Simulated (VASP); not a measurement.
Input of a VASP 6.6.1 run:

File INCAR:

```
SYSTEM = Bi
PREC = Accurate
ENCUT = 520
EDIFF = 1E-6
ISMEAR = -1
SIGMA = 0.03
LREAL = .FALSE.
LASPH = .TRUE.
NELM = 80
ALGO = Normal
ISIF = 2
LWAVE = .FALSE.
LCHARG = .FALSE.
GGA = PS
NBANDS = 22
```

KPOINTS

```
regular mesh
0
G
  9 9 3
  0 0 0
```

POSCAR

```
Bi
1.0
    4.6751703087      0.0000000000      0.0000000000
   -2.3375851544      4.0488162544      0.0000000000
    0.0000000000      0.0000000000     11.8290000000
Bi
2
Direct
    0.3333333333      0.6666666667      0.2500000000
    0.6666666667      0.3333333333      0.7500000000
```

Potentials or basis: VASP PAW PBE potentials, release 64 (Bi_d).

Launch:

```bash
$ cat potpaw_PBE.64/Bi_d/POTCAR > POTCAR
$ mpirun -np 1 vasp_std > vasp.out
```

Task: Estimate the band gap on the k mesh.

Result: Zero (bands 15 and 16 overlap by 1.83 eV).

Task: What does it give for the pressure?

Result: -3.2 GPa.

Stress tensor (GPa, compression positive):
```
-4.54  0.00  0.00
 0.00 -4.54  0.00
 0.00  0.00 -0.41
```

Caveat: the cell differs from its parent crystal (equal xx and yy strain of +3 %); the cell stands under tension; the PAW data sets were made with another functional, which shifts forces and pressure a little; spin-orbit coupling is left out, which moves the levels of the heavy elements.
